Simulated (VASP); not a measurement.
Here is a VASP 6.6.1 calculation.

File INCAR:

```
PREC = Accurate
ENCUT = 600
EDIFF = 1E-7
ISMEAR = 0
SIGMA = 0.15
LREAL = False
LASPH = True
NELM = 120
ALGO = Normal
ISIF = 3
LWAVE = False
LCHARG = False
GGA = PE
IBRION = 2
NSW = 36
EDIFFG = -0.08
GGA_COMPAT = False
NELMIN = 4
```

KPOINTS

```
Automatic mesh
0
Gamma
  3 3 3
```

POSCAR

```
TaF4
1.0
    4.0095729100      0.0000000000      0.0000000000
    0.0000000000      4.0095729100      0.0000000000
    0.0000000000      0.0000000000      4.0095729100
Ta F
1 4
Direct
    0.0000000000      0.0000000000      0.0000000000
    0.5000000000      0.5000000000      0.5000000000
    0.0000000000      0.5000000000      0.5000000000
    0.5000000000      0.0000000000      0.5000000000
    0.5000000000      0.5000000000      0.0000000000
```

Potentials or basis: VASP PAW PBE potentials, release 64 (Ta_pv, F).

Command:

```console
$ cat potpaw_PBE.64/Ta_pv/POTCAR potpaw_PBE.64/F/POTCAR > POTCAR
$ mpirun -np 1 vasp_std > vasp.out
```

Question: What does it give for the relaxed cell?

Answer: a = 3.898 Å, b = 3.898 Å, c = 3.898 Å, α = 90.00°, β = 90.00°, γ = 90.00°.

Question: What does it give for the band gap on the k mesh?

Answer: Zero (an odd number of electrons rules out a gap without spin polarisation).

Question: What does it give for the space group after relaxing (to 0.1 Å)?

Answer: Pm-3m (No. 221).

Final structure:
```
Ta F
1.0
     3.89829    0.00000    0.00000
     0.00000    3.89829    0.00000
     0.00000    0.00000    3.89829
Ta F
1 4
Direct
  0.00000 0.00000 0.00000
  0.50000 0.50000 0.50000
  0.00000 0.50000 0.50000
  0.50000 0.00000 0.50000
  0.50000 0.50000 0.00000
```

Caveat: spin-orbit coupling is left out, which moves the levels of the heavy elements; an odd number of electrons without spin polarisation forces a metal; a magnetic or distorted state may lie lower.
